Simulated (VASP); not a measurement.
# Nb (Im-3m) in VASP: a series of runs

The runs below take Nb through single point, relaxation of cell and atoms, with PBEsol.

All numbers are computed with VASP 6.6.1; they aren't measurements. Logs are shortened: lines on timing, memory, paths and dates and some standing lists are left out, and cuts for length are marked.

### Step 1. The cell of the first run

Symmetry: Im-3m, No. 229, cubic system. The conventional cell has a = 3.274 Å, b = 3.274 Å, c = 3.274 Å, α = 90.00°, β = 90.00°, γ = 90.00°. Nb (site symmetry m-3m) has 14 Nb at 2.84 to 3.27 Å within 3.7 Å.

### Step 2. Single point, PBEsol

Contents of INCAR:

```
SYSTEM = Nb
ALGO     = Normal         ! electronic algorithm
EDIFF    = 1E-6           ! SCF threshold, eV
ENCUT    = 520            ! plane-wave cutoff, eV
GGA      = PS             ! functional
ISIF     = 2              ! what is computed and relaxed
ISMEAR   = 1              ! smearing method
LASPH    = .True.         ! aspherical terms in the spheres
LCHARG   = .False.        ! write CHGCAR
LREAL    = .False.        ! projectors in reciprocal space
LWAVE    = .False.        ! write WAVECAR
NBANDS   = 12             ! bands
NELM     = 60             ! most SCF steps
PREC     = Accurate       ! precision mode
SIGMA    = 0.05           ! smearing width, eV
```

Contents of KPOINTS:

```
k-points
0
Gamma
  7 7 7
  0 0 0
```

Contents of POSCAR:

```
Nb
1.0
   -1.6368435122      1.6368435122      1.6368435122
    1.6368435122     -1.6368435122      1.6368435122
    1.6368435122      1.6368435122     -1.6368435122
Nb
1
Direct
    0.0000000000      0.0000000000      0.0000000000
```

Potentials or basis: VASP PAW PBE potentials, release 64 (Nb_sv).

Started as:

```
$ cat potpaw_PBE.64/Nb_sv/POTCAR > POTCAR
$ mpirun -np 1 vasp_std > vasp.out
```

OUTCAR:

```text
SYSTEM = Nb
   EDIFF = 1E-6
   ENCUT = 520
   GGA = PS
   ISIF = 2
   ISMEAR = 1
   LASPH = .True.
   LREAL = .False.
   NELM = 60
   PREC = Accurate

 ion  position               nearest neighbor table
   1  0.000  0.000  0.000-

  LATTYP: Found a body centered cubic cell.
 ALAT       =     3.2736870244

  Lattice vectors:

 A1 = (  -1.6368435122,   1.6368435122,   1.6368435122)
 A2 = (   1.6368435122,  -1.6368435122,   1.6368435122)
 A3 = (   1.6368435122,   1.6368435122,  -1.6368435122)

Analysis of symmetry for initial positions (statically):
=====================================================================
 Subroutine PRICEL returns:
 Original cell was already a primitive cell.

 Routine SETGRP: Setting up the symmetry group for a
 body centered cubic supercell.

 Subroutine GETGRP returns: Found 48 space group operations
 (whereof 48 operations were pure point group operations)
 out of a pool of 48 trial point group operations.

The static configuration has the point symmetry O_h .

Analysis of symmetry for dynamics (positions and initial velocities):
=====================================================================
 Subroutine PRICEL returns:
 Original cell was already a primitive cell.

 Routine SETGRP: Setting up the symmetry group for a
 body centered cubic supercell.

 Subroutine GETGRP returns: Found 48 space group operations
 (whereof 48 operations were pure point group operations)
 out of a pool of 48 trial point group operations.

The dynamic configuration has the point symmetry O_h .

 Subroutine INISYM returns: Found 48 space group operations
 (whereof 48 operations are pure point group operations),
 and found     1 'primitive' translations

----------------------------------------------------------------------------------------

                                     Primitive cell

  volume of cell :      17.5421

  direct lattice vectors                    reciprocal lattice vectors
    -1.636843512  1.636843512  1.636843512     0.000000000  0.305465975  0.305465975
     1.636843512 -1.636843512  1.636843512     0.305465975  0.000000000  0.305465975
     1.636843512  1.636843512 -1.636843512     0.305465975  0.305465975  0.000000000

  length of vectors
     2.835096127  2.835096127  2.835096127     0.431994125  0.431994125  0.431994125

  position of ions in fractional coordinates (direct lattice)
     0.000000000  0.000000000  0.000000000

  ion indices of the primitive-cell ions
   primitive index   ion index
                 1           1

----------------------------------------------------------------------------------------

 KPOINTS: k-points

Automatic generation of k-mesh.
 Grid dimensions read from file:
 generate k-points for:    7    7    7

 Generating k-lattice:

  Cartesian coordinates                     Fractional coordinates (reciprocal lattice)
     0.000000000  0.043637996  0.043637996     0.142857143  0.000000000  0.000000000
     0.043637996  0.000000000  0.043637996     0.000000000  0.142857143  0.000000000
     0.043637996  0.043637996  0.000000000     0.000000000  0.000000000  0.142857143

  Length of vectors
     0.061713446  0.061713446  0.061713446

  Shift w.r.t. Gamma in fractional coordinates (k-lattice)
     0.000000000  0.000000000  0.000000000

 Subroutine IBZKPT returns following result:
 ===========================================

 Found     20 irreducible k-points:

 Following reciprocal coordinates:
            Coordinates               Weight
  0.000000  0.000000  0.000000      1.000000
  0.142857  0.000000  0.000000     12.000000
  0.285714  0.000000  0.000000     12.000000
  0.428571  0.000000  0.000000     12.000000
  0.142857  0.142857  0.000000     24.000000
  0.285714  0.142857 -0.000000     48.000000
[... 12 lines left out ...]
 -0.428571 -0.428571  0.285714      8.000000
 -0.428571  0.428571  0.428571      6.000000
   k-points           NKPTS =     20   k-points in BZ     NKDIM =     20   number of bands    NBANDS=     12
   number of dos      NEDOS =    301   number of ions     NIONS =      1
   total plane-waves  NPLWV =  13824
   dimension x,y,z NGX =    24 NGY =   24 NGZ =   24
   dimension x,y,z NGXF=    48 NGYF=   48 NGZF=   48
   ions per type =               1
   NGX,Y,Z   is equivalent  to a cutoff of  14.07, 14.07, 14.07 a.u.
   NGXF,Y,Z  is equivalent  to a cutoff of  28.15, 28.15, 28.15 a.u.
 SYSTEM =  Nb
   PREC   = accura    normal or accurate (medium, high low for compatibility)
   ISTART =      0    job   : 0-new  1-cont  2-samecut
   ICHARG =      2    charge: 1-file 2-atom 10-const
   ISPIN  =      1    spin polarized calculation?
   LNONCOLLINEAR =      F non collinear calculations
   LSORBIT =      F    spin-orbit coupling
   LASPH  =      T    aspherical Exc in radial PAW
   ENCUT  =  520.0 eV  38.22 Ry    6.18 a.u.   5.27  5.27  5.27*2*pi/ulx,y,z
   NELM   =     60;   NELMIN=  2; NELMDL= -5     # of ELM steps
   EDIFF  = 0.1E-05   stopping-criterion for ELM
   LREAL  =      F    real-space projection
   EDIFFG = 0.1E-04   stopping-criterion for IOM
   NSW    =      0    number of steps for IOM
   IBRION =     -1    ionic relax: 0-MD 1-quasi-New 2-CG
   NFREE  =      0    steps in history (QN), initial steepest desc. (CG)
   ISIF   =      2    stress and relaxation
   ISYM   =      2    0-nonsym 1-usesym 2-fastsym
   POTIM  = 0.5000    time-step for ionic-motion
   TEBEG  =    0.0;   TEEND  =   0.0 temperature during run
   PSTRESS=    0.0 pullay stress
   NELECT =      13.0000    total number of electrons
   NUPDOWN=      -1.0000    fix difference up-down
   EMIN   =  10.00;   EMAX   =-10.00  energy-range for DOS
   EFERMI =   0.00;   METHOD = LEGACY
   ISMEAR =     1;   SIGMA  =   0.05  broadening in eV -4-tet -1-fermi 0-gaus
   EFERMI_NEDOS =   21; number of points for ismear=-14 and -15
   IALGO  =     38    algorithm
   IMIX   =      4    mixing-type and parameters
     AMIX     =   0.40;   BMIX     =  1.00
     AMIX_MAG =   1.60;   BMIX_MAG =  1.00
  volume/ion in A,a.u.               =      17.54       118.38
  Fermi-wavevector in a.u.,A,eV,Ry     =   1.481479  2.799589 29.861789  2.194780
  Thomas-Fermi vector in A             =   2.595384
   LORBIT       =      0    0 simple, 1 ext, 2 COOP (PROOUT), +10 PAW based schemes
   GGA     = PS    functional components
   LHFCALC =     F    Hartree Fock is set to
   AEXX    =    0.0000 exact exchange contribution
   IVDW    =     0    specifies the selected vdW correction
   LEPSILON=     F    determine dielectric tensor
   LRPA    =     F    only Hartree local field effects (RPA)
 non-spin polarized calculation
 Methfessel and Paxton  Order N= 1 SIGMA  =   0.05
  energy-cutoff  :      520.00
  volume of cell :       17.54
 maximum number of plane-waves:       487
 NGX is ok and might be reduce to    24
   NGX = 11   NGY = 11   NGZ = 11

 number of electron      13.0000001 magnetization

 Free energy of the ion-electron system (eV)
  ---------------------------------------------------
  ext. energy  EPLUGINS =         0.00000000
  ---------------------------------------------------
  free energy    TOTEN  =       -10.92225482 eV

  energy without entropy =      -10.92039893  energy(sigma->0) =      -10.92163619

 E-fermi :  11.3668     XC(G=0): -12.7687

 val. band max:       11.3546555215   @ k =   0.2857   0.1429  -0.0000
 cond. band min:      11.3717040449   @ k =   0.2857   0.1429   0.1429
 fundamental gap:      0.0170485234
 Fermi energy:        11.3667685229

 k-point     1 :       0.0000    0.0000    0.0000
  band No.  band energies     occupation
      1     -42.8331      2.00000
      2     -18.0882      2.00000
      3     -18.0882      2.00000
      4     -18.0882      2.00000
      5       5.3958      2.00000
      6      11.7657     -0.00000
      7      11.7657     -0.00000
      8      11.7657     -0.00000
      9      14.7674      0.00000
     10      14.7674      0.00000
     11      25.7009      0.00000
     12      25.7009      0.00000

 k-point     2 :       0.1429    0.0000    0.0000
  band No.  band energies     occupation
      1     -42.7823      2.00000
      2     -18.3874      2.00000
      3     -18.1790      2.00000
      4     -18.0910      2.00000
      5       6.2136      2.00000
      6      11.2766      2.02864
      7      11.5780     -0.00000
      8      12.5900      0.00000
      9      14.2209      0.00000
     10      14.7852      0.00000
     11      26.2558      0.00000
     12      27.1496      0.00000

 k-point     3 :       0.2857    0.0000    0.0000
  band No.  band energies     occupation
      1     -42.6664      2.00000
      2     -19.0240      2.00000
      3     -18.3776      2.00000
      4     -18.0975      2.00000
      5       7.6234      2.00000
      6      10.3606      2.00000
      7      11.4215     -0.06464
      8      14.3737      0.00000
      9      14.8376      0.00000
     10      15.0107      0.00000
     11      25.4262      0.00000
     12      27.1241      0.00000

 k-point     4 :       0.4286    0.0000    0.0000
  band No.  band energies     occupation
      1     -42.5716      2.00000
      2     -19.5048      2.00000
      3     -18.5319      2.00000
      4     -18.1029      2.00000
      5       7.6286      2.00000
      6       9.7478      2.00000
      7      13.2548      0.00000
      8      14.8517      0.00000
      9      15.4347      0.00000
     10      17.4963      0.00000
     11      23.4367      0.00000
     12      24.3750      0.00000

 k-point     5 :       0.1429    0.1429    0.0000
  band No.  band energies     occupation
      1     -42.6989      2.00000
      2     -18.8210      2.00000
      3     -18.2939      2.00000
      4     -18.1595      2.00000
      5       7.5021      2.00000
      6      10.7930      2.00000
      7      10.8369      2.00000
      8      13.8287      0.00000
      9      14.3572      0.00000
     10      15.2047      0.00000
     11      27.0634      0.00000
     12      27.2120      0.00000
[... 168 lines left out ...]
      1     -42.5301      2.00000
      2     -18.9875      2.00000
      3     -18.6992      2.00000
      4     -18.6992      2.00000
      5       9.1511      2.00000
      6       9.5458      2.00000
      7      12.8548      0.00000
      8      12.8548      0.00000
      9      14.5891      0.00000
     10      16.5852      0.00000
     11      26.5562      0.00000
     12      28.8250      0.00000

 k-point    18 :      -0.4286    0.4286    0.2857
  band No.  band energies     occupation
      1     -42.4529      2.00000
      2     -19.2412      2.00000
      3     -18.8698      2.00000
      4     -18.7347      2.00000
      5       8.5595      2.00000
      6       9.0704      2.00000
      7      13.0073      0.00000
      8      13.5635      0.00000
      9      16.9033      0.00000
     10      18.7749      0.00000
     11      24.1083      0.00000
     12      25.5439      0.00000

 k-point    19 :      -0.4286   -0.4286    0.2857
  band No.  band energies     occupation
      1     -42.4178      2.00000
      2     -19.1368      2.00000
      3     -19.1368      2.00000
      4     -18.7668      2.00000
      5       8.3947      2.00000
      6       8.3947      2.00000
      7      13.0004      0.00000
      8      16.1267      0.00000
      9      16.1267      0.00000
     10      22.1693      0.00000
     11      22.1693      0.00000
     12      22.2465      0.00000

 k-point    20 :      -0.4286    0.4286    0.4286
  band No.  band energies     occupation
      1     -42.3859      2.00000
      2     -19.1049      2.00000
      3     -19.0486      2.00000
      4     -19.0486      2.00000
      5       7.7539      2.00000
      6       7.8920      2.00000
      7      15.9384      0.00000
      8      15.9384      0.00000
      9      16.8237      0.00000
     10      19.6860      0.00000
     11      22.4466      0.00000
     12      22.4466      0.00000

------------------------ aborting loop because EDIFF is reached ----------------------------------------

  FORCE on cell =-STRESS in cart. coord.  units (eV):
  Direction    XX          YY          ZZ          XY          YZ          ZX
  --------------------------------------------------------------------------------------
  -------------------------------------------------------------------------------------
  Total       -0.0181713     -0.0181713     -0.0181713      0.0000000     -0.0000000      0.0000000
  in kB       -1.6596465     -1.6596465     -1.6596465      0.0000000     -0.0000000      0.0000000
  external PRESSURE =      -1.6596465 kB  Pullay stress =       0.0000000 kB

 VOLUME and BASIS-vectors are now :
 -----------------------------------------------------------------------------
  energy-cutoff  :      520.00
  volume of cell :       17.54
      direct lattice vectors                 reciprocal lattice vectors
    -1.636843512  1.636843512  1.636843512     0.000000000  0.305465975  0.305465975
     1.636843512 -1.636843512  1.636843512     0.305465975  0.000000000  0.305465975
     1.636843512  1.636843512 -1.636843512     0.305465975  0.305465975  0.000000000

 POSITION                                       TOTAL-FORCE (eV/Angst)
 -----------------------------------------------------------------------------------
      0.00000      0.00000      0.00000        -0.000000      0.000000      0.000000
 -----------------------------------------------------------------------------------
    total drift:                                0.000000      0.000000      0.000000

  FREE ENERGIE OF THE ION-ELECTRON SYSTEM (eV)
  ---------------------------------------------------
  free  energy   TOTEN  =       -10.9222548200 eV

  energy  without entropy=      -10.9203989259  energy(sigma->0) =      -10.92163619
```

Run time: 2.5 s. Hardware: 1 thread of Intel Xeon 6975P-C (Granite Rapids), shared host; peak memory 0.13 GiB.

Results:

```yaml
Free_energy: -10.9223 eV
Pressure: -0.2 GPa
```

Caveat: the k points lie up to 0.39 Å⁻¹ apart; the PAW data sets were made with another functional, which shifts forces and pressure a little.

(Continued in part 2 of 2.)
